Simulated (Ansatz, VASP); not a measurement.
# HfB2 in VASP and in Ansatz

```
Hf B
1.0
     3.15043    0.00000    0.00000
    -1.57522    2.72835    0.00000
     0.00000    0.00000    3.49156
Hf B
1 2
Direct
  0.00000 0.00000 0.00000
  0.33333 0.66667 0.50000
  0.66667 0.33333 0.50000
```

Change from the starting cell: volume scaled by 1.01, crystal datasets.

Alike in both runs: task electric field gradients; functional PBE; k mesh 13 × 13 × 11; occupations fermi-dirac, width 0.05 eV; no spin polarisation.

|  | VASP | Ansatz |
| --- | --- | --- |
| version | VASP 6.6.1 | Ansatz 0.2.0 |
| potentials or method | VASP PAW PBE potentials, release 64 (Hf_pv, B), cutoff 520 eV | all-electron PAW with datasets made for the crystal, scalar-relativistic |

```csv
,VASP,Ansatz,Ansatz less VASP
pressure (GPa),-1.5,-1.1,+0.48
"traceless stress, the component that is largest in VASP (GPa)",0.38,0.26,-0.118
size of Vzz on the site where it differs most (V/Å²),76.4,108.4,+32.07
```

Ansatz ran all-electron here, and VASP with PAW potentials.

Neither program's run includes spin-orbit coupling.
